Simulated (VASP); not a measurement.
# TlSbO2 (R-3m) in VASP: settings compared

Aim: see how the results for TlSbO2 move with the level of theory and the settings. Levels: LDA, PBEsol, PBE. Tasks: single point.

Everything below comes from runs of VASP 6.6.1. Logs are shortened: lines on timing, memory, paths and dates and some standing lists are left out, and cuts for length are marked.

### Step 1. The cell of the first run

Symmetry: R-3m, No. 166, trigonal system. The conventional cell has a = 3.459 Å, b = 3.459 Å, c = 18.980 Å, α = 90.00°, β = 90.00°, γ = 120.00°. Tl (site symmetry -3m) has 6 O at 2.81 Å and 6 Tl at 3.46 Å and 6 Sb at 3.74 Å within 3.8 Å. Within 3.1 Å of Sb (site symmetry -3m) lie 6 O at 2.32 Å. Within 3.1 Å of O (site symmetry 3m) lie 3 Sb at 2.32 Å and 3 Tl at 2.81 Å and 3 O at 3.09 Å.

### Step 2. Single point, LDA

INCAR reads:

```
  PREC = Accurate
  ENCUT = 520
  EDIFF = 1E-6
  ISMEAR = -1
  SIGMA = 0.02
  LREAL = F
  LASPH = T
  NELM = 60
  ALGO = Normal
  ISIF = 2
  LWAVE = F
  LCHARG = T
  GGA = CA
  LELF = T
  LVHAR = T
  NBANDS = 23
```

KPOINTS reads:

```
Automatic mesh
0
Gamma
  8 8 8
```

POSCAR reads:

```
TlSbO2
1.0
    1.7296199937      0.9985965690      6.3266887155
   -1.7296199937      0.9985965690      6.3266887155
    0.0000000000     -1.9971931379      6.3266887155
Tl Sb O
1 1 2
Direct
    1.0000000000      0.0000000000      0.0000000000
    0.5000000000      0.5000000000      0.5000000000
    0.2288295942      0.2288295942      0.2288295942
    0.7711704058      0.7711704058      0.7711704058
```

Potentials or basis: VASP PAW LDA potentials, release 64 (Tl_d, Sb, O).

Run with:

```bash
> cat potpaw_LDA.64/Tl_d/POTCAR potpaw_LDA.64/Sb/POTCAR potpaw_LDA.64/O/POTCAR > POTCAR
> mpirun -np 1 vasp_std > vasp.out
```

OUTCAR:

```text
PREC = Accurate
   ENCUT = 520
   EDIFF = 1E-6
   ISMEAR = -1
   LREAL = F
   LASPH = T
   NELM = 60
   ISIF = 2
   GGA = CA

 ion  position               nearest neighbor table
   1  0.000  0.000  0.000-   4 2.81   3 2.81   4 2.81   4 2.81   3 2.81   3 2.81   2 3.74   2 3.74
                             2 3.74   2 3.74   2 3.74   2 3.74
   2  0.500  0.500  0.500-   3 2.32   3 2.32   4 2.32   4 2.32   3 2.32   4 2.32   1 3.74   1 3.74
                             1 3.74   1 3.74   1 3.74   1 3.74
   3  0.229  0.229  0.229-   2 2.32   2 2.32   2 2.32   1 2.81   1 2.81   1 2.81
   4  0.771  0.771  0.771-   2 2.32   2 2.32   2 2.32   1 2.81   1 2.81   1 2.81

  LATTYP: Found a trigonal (rhomboedric) cell.
 ALAT       =     6.6344382229
 COS(alpha) =     0.8640675700

  Lattice vectors:

 A1 = (   1.7296199937,   0.9985965690,   6.3266887155)
 A2 = (  -1.7296199937,   0.9985965690,   6.3266887155)
 A3 = (   0.0000000000,  -1.9971931379,   6.3266887155)

Analysis of symmetry for initial positions (statically):
=====================================================================
 Subroutine PRICEL returns:
 Original cell was already a primitive cell.

 Routine SETGRP: Setting up the symmetry group for a
 trigonal (rhombohedral) supercell.

 Subroutine GETGRP returns: Found 12 space group operations
 (whereof 12 operations were pure point group operations)
 out of a pool of 12 trial point group operations.

The static configuration has the point symmetry D_3d.

Analysis of symmetry for dynamics (positions and initial velocities):
=====================================================================
 Subroutine PRICEL returns:
 Original cell was already a primitive cell.

 Routine SETGRP: Setting up the symmetry group for a
 trigonal (rhombohedral) supercell.

 Subroutine GETGRP returns: Found 12 space group operations
 (whereof 12 operations were pure point group operations)
 out of a pool of 12 trial point group operations.

The dynamic configuration has the point symmetry D_3d.

 Subroutine INISYM returns: Found 12 space group operations
 (whereof 12 operations are pure point group operations),
 and found     1 'primitive' translations

----------------------------------------------------------------------------------------

                                     Primitive cell

  volume of cell :      65.5645

[... 85 lines left out ...]
   ICHARG =      2    charge: 1-file 2-atom 10-const
   ISPIN  =      1    spin polarized calculation?
   LNONCOLLINEAR =      F non collinear calculations
   LSORBIT =      F    spin-orbit coupling
   LASPH  =      T    aspherical Exc in radial PAW
   ENCUT  =  520.0 eV  38.22 Ry    6.18 a.u.  12.34 12.34 12.34*2*pi/ulx,y,z
   NELM   =     60;   NELMIN=  2; NELMDL= -5     # of ELM steps
   EDIFF  = 0.1E-05   stopping-criterion for ELM
   LREAL  =      F    real-space projection
   EDIFFG = 0.1E-04   stopping-criterion for IOM
   NSW    =      0    number of steps for IOM
   IBRION =     -1    ionic relax: 0-MD 1-quasi-New 2-CG
   NFREE  =      0    steps in history (QN), initial steepest desc. (CG)
   ISIF   =      2    stress and relaxation
   ISYM   =      2    0-nonsym 1-usesym 2-fastsym
   POTIM  = 0.5000    time-step for ionic-motion
   TEBEG  =    0.0;   TEEND  =   0.0 temperature during run
   PSTRESS=    0.0 pullay stress
   NELECT =      30.0000    total number of electrons
   NUPDOWN=      -1.0000    fix difference up-down
   EMIN   =  10.00;   EMAX   =-10.00  energy-range for DOS
   EFERMI =   0.00;   METHOD = LEGACY
   ISMEAR =    -1;   SIGMA  =   0.02  broadening in eV -4-tet -1-fermi 0-gaus
   EFERMI_NEDOS =   21; number of points for ismear=-14 and -15
   IALGO  =     38    algorithm
   IMIX   =      4    mixing-type and parameters
     AMIX     =   0.40;   BMIX     =  1.00
     AMIX_MAG =   1.60;   BMIX_MAG =  1.00
  volume/ion in A,a.u.               =      16.39       110.61
  Fermi-wavevector in a.u.,A,eV,Ry     =   1.261515  2.383918 21.652585  1.591420
  Thomas-Fermi vector in A             =   2.394970
   LORBIT       =      0    0 simple, 1 ext, 2 COOP (PROOUT), +10 PAW based schemes
   GGA     = CA    functional components
   LHFCALC =     F    Hartree Fock is set to
   AEXX    =    0.0000 exact exchange contribution
   IVDW    =     0    specifies the selected vdW correction
   LEPSILON=     F    determine dielectric tensor
   LRPA    =     F    only Hartree local field effects (RPA)
 non-spin polarized calculation
  energy-cutoff  :      520.00
  volume of cell :       65.56
 maximum number of plane-waves:      1785
 NGX is ok and might be reduce to    50
   NGX = 25   NGY = 25   NGZ = 25

 number of electron      30.0000001 magnetization

 Free energy of the ion-electron system (eV)
  ---------------------------------------------------
  ext. energy  EPLUGINS =         0.00000000
  ---------------------------------------------------
  free energy    TOTEN  =       -22.40275791 eV

  energy without entropy =      -22.40240306  energy(sigma->0) =      -22.40258049

 E-fermi :   7.1878     XC(G=0): -11.1291

 val. band max:        7.1462991384   @ k =  -0.2500   0.2500   0.0000
 cond. band min:       7.2772858143   @ k =  -0.2500   0.2500   0.2500
 fundamental gap:      0.1309866758
 Fermi energy:         7.1878109236

 k-point     1 :       0.0000    0.0000    0.0000
  band No.  band energies     occupation
      1     -11.9129      2.00000
      2     -10.6343      2.00000
      3      -4.1209      2.00000
      4      -4.0311      2.00000
      5      -4.0311      2.00000
      6      -3.6888      2.00000
[... 613 lines left out ...]
     22      14.9296      0.00000
     23      18.3734      0.00000

 [... further k-points ...]
[... 5 lines left out ...]
  --------------------------------------------------------------------------------------
  -------------------------------------------------------------------------------------
  Total       -0.1063763     -0.1063763     -0.0656213      0.0000000     -0.0000000     -0.0000000
  in kB       -2.5994835     -2.5994835     -1.6035660      0.0000000     -0.0000000     -0.0000000
  external PRESSURE =      -2.2675110 kB  Pullay stress =       0.0000000 kB

 VOLUME and BASIS-vectors are now :
 -----------------------------------------------------------------------------
  energy-cutoff  :      520.00
  volume of cell :       65.56
      direct lattice vectors                 reciprocal lattice vectors
     1.729619994  0.998596569  6.326688715     0.289080840  0.166900901  0.052686855
    -1.729619994  0.998596569  6.326688715    -0.289080840  0.166900901  0.052686855
     0.000000000 -1.997193138  6.326688715     0.000000000 -0.333801801  0.052686855

 POSITION                                       TOTAL-FORCE (eV/Angst)
 -----------------------------------------------------------------------------------
      0.00000      0.00000      0.00000         0.000000     -0.000000      0.000000
      0.00000      0.00000      9.49003        -0.000000     -0.000000      0.000000
      0.00000      0.00000      4.34320         0.000000     -0.000000     -0.025492
      0.00000      0.00000     14.63687         0.000000      0.000000      0.025492
 -----------------------------------------------------------------------------------
    total drift:                                0.000000     -0.000000      0.000000

  FREE ENERGIE OF THE ION-ELECTRON SYSTEM (eV)
  ---------------------------------------------------
  free  energy   TOTEN  =       -22.4027579118 eV

  energy  without entropy=      -22.4024030648  energy(sigma->0) =      -22.40258049
```

OSZICAR:

```text
N       E                     dE             d eps       ncg     rms          rms(c)
DAV:   1     0.174814310998E+03    0.17481E+03   -0.14642E+04  3094   0.119E+03
DAV:   2    -0.147839143919E+02   -0.18960E+03   -0.17834E+03  3861   0.276E+02
DAV:   3    -0.260346111215E+02   -0.11251E+02   -0.11133E+02  3277   0.655E+01
DAV:   4    -0.261408933895E+02   -0.10628E+00   -0.10626E+00  3382   0.710E+00
DAV:   5    -0.261422335033E+02   -0.13401E-02   -0.13401E-02  3340   0.798E-01    0.118E+01
DAV:   6    -0.228516391166E+02    0.32906E+01   -0.18875E+01  3011   0.295E+01    0.818E+00
DAV:   7    -0.224606590269E+02    0.39098E+00   -0.22355E+00  3081   0.864E+00    0.263E+00
DAV:   8    -0.224150159931E+02    0.45643E-01   -0.20781E-01  3186   0.283E+00    0.113E+00
DAV:   9    -0.224031383115E+02    0.11878E-01   -0.20870E-02  3564   0.966E-01    0.229E-01
DAV:  10    -0.224028853562E+02    0.25296E-03   -0.52368E-03  3263   0.465E-01    0.103E-01
DAV:  11    -0.224027568289E+02    0.12853E-03   -0.44217E-04  3270   0.130E-01    0.283E-02
DAV:  12    -0.224027619908E+02   -0.51620E-05   -0.11379E-04  3088   0.605E-02    0.179E-02
DAV:  13    -0.224027579550E+02    0.40358E-05   -0.11598E-05  3305   0.208E-02    0.413E-03
DAV:  14    -0.224027579118E+02    0.43213E-07   -0.73075E-07  1614   0.526E-03
   1 F= -.22402758E+02 E0= -.22402580E+02  d E =-.354847E-03
```

stdout:

```text
POSCAR found type information on POSCAR TlSbO
 POSCAR found :  3 types and       4 ions
 scaLAPACK will be used
 LDA part: xc-table for (Slater(with rela. corr.)+CA(PZ))
 , standard interpolation
 POSCAR, INCAR and KPOINTS ok, starting setup
 FFT: planning ... GRIDC
 FFT: planning ... GRID_SOFT
 FFT: planning ... GRID
 WAVECAR not read
 entering main loop
```

Wall time 11 min (1 thread of Oxide Virtual Turin-like, shared host); peak memory 0.31 GiB.

Results:

```yaml
Free_energy: -22.4028 eV
Pressure: -0.2 GPa
Largest_force: 0.025 eV/Å
Band_gap_on_the_k_mesh: zero (bands 15 and 16 overlap by 0.23 eV)
```

Forces in eV/Å, atoms in the order of the input:
```
Tl   0.000  0.000  0.000
Sb   0.000  0.000  0.000
O    0.000  0.000 -0.025
O    0.000  0.000  0.025
```

Caveat: spin-orbit coupling is left out, which moves the levels of the heavy elements.

### Step 3. Single point, PBEsol

This run uses another cell than the first one, of 16.94 Å³/atom.

INCAR reads:

```
  ALGO = Normal
  EDIFF = 1E-6
  ENCUT = 520
  GGA = PS
  ISIF = 2
  ISMEAR = -1
  LASPH = True
  LCHARG = False
  LREAL = False
  LWAVE = False
  NBANDS = 23
  NELM = 80
  PREC = Accurate
  SIGMA = 0.02
```

KPOINTS reads:

```
k-points
0
Gamma
  8 8 8
```

POSCAR reads:

```
TlSbO2
1.0
    1.7450137617      1.0074841651      6.4237972555
   -1.7450137617      1.0074841651      6.4237972555
    0.0000000000     -2.0149683302      6.4237972555
Tl Sb O
1 1 2
Direct
    1.0000000000      0.0000000000      0.0000000000
    0.5000000000      0.5000000000      0.5000000000
    0.2283392675      0.2283392675      0.2283392675
    0.7716607325      0.7716607325      0.7716607325
```

Potentials or basis: VASP PAW PBE potentials, release 64 (Tl_d, Sb, O).

Run with:

```bash
> cat potpaw_PBE.64/Tl_d/POTCAR potpaw_PBE.64/Sb/POTCAR potpaw_PBE.64/O/POTCAR > POTCAR
> mpirun -np 1 vasp_std > vasp.out
```

Run time: 9.9 min. Hardware: 1 thread of Oxide Virtual Turin-like, shared host; peak memory 0.38 GiB.

Results (log left out):

```
Free energy            : -20.8892 eV
Pressure               : -0.5 GPa
Largest force          : 0.043 eV/Å
Band gap on the k mesh : zero (bands 15 and 16 overlap by 0.24 eV)
```

Forces in eV/Å, atoms in the order of the input:
```
Tl   0.000  0.000  0.000
Sb   0.000  0.000  0.000
O    0.000  0.000 -0.043
O    0.000  0.000  0.043
```

Stress tensor (GPa, compression positive):
```
-0.53  0.00  0.00
 0.00 -0.53  0.00
 0.00  0.00 -0.44
```

Levels at points of the mesh, in eV from the Fermi level:
```
           k point  band 11  band 12  band 13  band 14  band 15  band 16  band 17  band 18  band 19  band 20
(0.00, 0.00, 0.00)    -3.33    -3.33    -3.05    -3.05    -0.33    -0.28     4.38     4.38     6.16     9.81
(0.50, 0.00, 0.00)    -4.61    -3.77    -3.06    -2.38    -1.08     0.88     2.12     4.59     5.03     5.48
(0.50, 0.50, 0.00)    -4.44    -4.21    -2.87    -2.67    -0.67     0.21     3.01     4.57     5.13     5.81
(0.50, 0.50, 0.50)    -3.28    -3.12    -3.12    -2.62    -1.63     1.00     4.39     4.58     4.58     8.88
```

Caveat: the PAW data sets were made with another functional, which shifts forces and pressure a little; spin-orbit coupling is left out, which moves the levels of the heavy elements.

### Step 4. Single point, PBE

This run uses another cell than the first one, of 17.34 Å³/atom.

INCAR reads:

```
PREC = Accurate
ENCUT = 520
EDIFF = 1E-6
ISMEAR = -1
SIGMA = 0.02
LREAL = F
LASPH = T
NELM = 100
ALGO = Normal
ISIF = 2
LWAVE = F
LCHARG = F
GGA = PE
NBANDS = 23
```

KPOINTS reads:

```
regular mesh
0
Gamma
  8 8 8
```

POSCAR reads:

```
TlSbO2
1.0
    1.7581217933      1.0150520907      6.4759405395
   -1.7581217933      1.0150520907      6.4759405395
    0.0000000000     -2.0301041813      6.4759405395
Tl Sb O
1 1 2
Direct
    1.0000000000      0.0000000000      0.0000000000
    0.5000000000      0.5000000000      0.5000000000
    0.2271237184      0.2271237184      0.2271237184
    0.7728762816      0.7728762816      0.7728762816
```

Run with:

```bash
> cat potpaw_PBE.64/Tl_d/POTCAR potpaw_PBE.64/Sb/POTCAR potpaw_PBE.64/O/POTCAR > POTCAR
> mpirun -np 1 vasp_std > vasp.out
```

Wall time 11 min (1 thread of Oxide Virtual Turin-like, shared host); peak memory 0.38 GiB.

It converged, with:

```
Free energy            : -19.4424 eV
Pressure               : 2.3 GPa
Largest force          : 0.086 eV/Å
Band gap on the k mesh : zero (bands 15 and 16 overlap by 0.16 eV)
```

Forces on the atoms (eV/Å):
```
Tl   0.000  0.000  0.000
Sb   0.000  0.000  0.000
O    0.000  0.000  0.086
O    0.000  0.000 -0.086
```

Stress tensor (GPa, compression positive):
```
2.19 0.00 0.00
0.00 2.19 0.00
0.00 0.00 2.39
```

Levels at points of the mesh, in eV from the Fermi level:
```
           k point  band 11  band 12  band 13  band 14  band 15  band 16  band 17  band 18  band 19  band 20
(0.00, 0.00, 0.00)    -3.26    -3.26    -2.99    -2.99    -0.45    -0.19     4.39     4.39     5.96     9.57
(0.50, 0.00, 0.00)    -4.54    -3.61    -2.96    -2.45    -1.00     0.81     2.16     4.63     4.96     5.54
(0.50, 0.50, 0.00)    -4.48    -4.03    -2.80    -2.58    -0.62     0.14     2.99     4.56     5.20     5.74
(0.50, 0.50, 0.50)    -3.22    -3.05    -3.05    -2.59    -1.60     0.98     4.28     4.57     4.57     8.75
```

Caveat: spin-orbit coupling is left out, which moves the levels of the heavy elements.

### Step 5. Single point, LDA

This run uses another cell than the first one, of 17.34 Å³/atom.

INCAR reads:

```
ALGO     = Normal         # electronic algorithm
EDIFF    = 1E-6           # SCF threshold, eV
ENCUT    = 520            # plane-wave cutoff, eV
ISIF     = 2              # what is computed and relaxed
ISMEAR   = -1             # smearing method
LASPH    = T              # aspherical terms in the spheres
LCHARG   = F              # write CHGCAR
LREAL    = F              # projectors in reciprocal space
LWAVE    = F              # write WAVECAR
NBANDS   = 23             # bands
NELM     = 100            # most SCF steps
PREC     = Accurate       # precision mode
SIGMA    = 0.02           # smearing width, eV
```

KPOINTS reads:

```
k-points
0
Gamma
  8 8 8
```

POSCAR is that of step 4.

Potentials or basis: VASP PAW LDA potentials, release 64 (Tl_d, Sb, O).

Run with:

```bash
> cat potpaw_LDA.64/Tl_d/POTCAR potpaw_LDA.64/Sb/POTCAR potpaw_LDA.64/O/POTCAR > POTCAR
> mpirun -np 1 vasp_std > vasp.out
```

Wall time 7.4 min (1 thread of Oxide Virtual Turin-like, shared host); peak memory 0.3 GiB.

It converged, with:

- Free energy: -22.3456 eV
- Pressure: -4.9 GPa
- Largest force: 0.060 eV/Å
- Band gap on the k mesh: zero (bands 15 and 16 overlap by 0.16 eV)

Forces on the atoms (eV/Å):
```
Tl   0.000  0.000  0.000
Sb   0.000  0.000  0.000
O    0.000  0.000 -0.060
O    0.000  0.000  0.060
```

Stress tensor (GPa, compression positive):
```
-5.03  0.00  0.00
 0.00 -5.03  0.00
 0.00  0.00 -4.68
```

Levels at points of the mesh, in eV from the Fermi level:
| k point | band 11 | band 12 | band 13 | band 14 | band 15 | band 16 | band 17 | band 18 | band 19 | band 20 |
| --- | --- | --- | --- | --- | --- | --- | --- | --- | --- | --- |
| (0.00, 0.00, 0.00) | -3.25 | -3.25 | -2.96 | -2.96 | -0.42 | -0.19 | 4.30 | 4.30 | 5.89 | 9.52 |
| (0.50, 0.00, 0.00) | -4.54 | -3.61 | -2.93 | -2.41 | -1.03 | 0.80 | 2.13 | 4.60 | 4.88 | 5.47 |
| (0.50, 0.50, 0.00) | -4.48 | -4.03 | -2.77 | -2.55 | -0.64 | 0.15 | 2.94 | 4.52 | 5.12 | 5.66 |
| (0.50, 0.50, 0.50) | -3.20 | -3.02 | -3.02 | -2.59 | -1.55 | 0.95 | 4.23 | 4.48 | 4.48 | 8.66 |

Caveat: the cell stands under tension; spin-orbit coupling is left out, which moves the levels of the heavy elements.

### Step 6. The runs side by side

```csv
level,potentials or basis,cell,gap on the mesh (eV),pressure (GPa),largest force (eV/Å)
LDA,"VASP PAW LDA potentials, release 64 (Tl_d, Sb, O)","a = 6.634 Å, angles 30.2°, 4 atoms, atomic positions A",none,-0.2,0.03
PBEsol,"VASP PAW PBE potentials, release 64 (Tl_d, Sb, O)","a = 6.732 Å, angles 30.0°, 4 atoms, atomic positions A",none,-0.5,0.04
PBE,"VASP PAW PBE potentials, release 64 (Tl_d, Sb, O)","a = 6.787 Å, angles 30.0°, 4 atoms, atomic positions B",none,2.3,0.09
LDA,"VASP PAW LDA potentials, release 64 (Tl_d, Sb, O)","a = 6.787 Å, angles 30.0°, 4 atoms, atomic positions B",none,-4.9,0.06
```

Alike in all rows: task single point; no spin polarisation; k mesh 8 × 8 × 8; cutoff (eV) 520; smearing fermi-dirac 0.02 eV.

Caveats: spin-orbit coupling is left out, which moves the levels of the heavy elements; the PAW data sets were made with another functional, which shifts forces and pressure a little (at least some runs); the cell stands under tension (at least some runs).

Total energies depend on the potentials used, so only differences within one code and one set of settings carry meaning.
